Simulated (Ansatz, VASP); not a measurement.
La2O3: VASP beside Ansatz

```
La O
1.0
     3.85640    0.00000    0.00000
    -1.92820    3.33974    0.00000
     0.00000    0.00000    6.00370
La O
2 3
Direct
  0.66667 0.33333 0.75732
  0.33333 0.66667 0.24268
  0.66667 0.33333 0.35375
  0.33333 0.66667 0.64625
  0.00000 0.00000 0.00000
```

Change from the starting cell: hydrostatic strain -2.0%.

Alike in both runs: task single point; functional PBE; k mesh 12 × 12 × 4; occupations fermi-dirac, width 0.02 eV; no spin polarisation.

```csv
,VASP,Ansatz
version,VASP 6.6.1,Ansatz 0.2.0
potentials or method,"VASP PAW PBE potentials, release 64 (La, O)","plane waves, PAW"
plane-wave cutoff (eV),520,420
valence electrons in the cell,40,40
```

VASP gave:

```
gap on the k mesh at the Fermi level (eV)                     : 3.89
pressure (GPa)                                                : 9.6
traceless stress, the component that is largest in VASP (GPa) : -1.54
rms of the force components (eV/Å)                            : 0.016
```

**Question.** Estimate Ansatz's values.

**Answer.** gap on the k mesh at the Fermi level (eV): 3.87; pressure (GPa): 9.9; traceless stress, the component that is largest in VASP (GPa): -1.60; rms of the force components (eV/Å): 0.010.

Atom by atom the forces differ by 0.006 eV/Å (rms over components).

Neither program's run includes spin-orbit coupling.
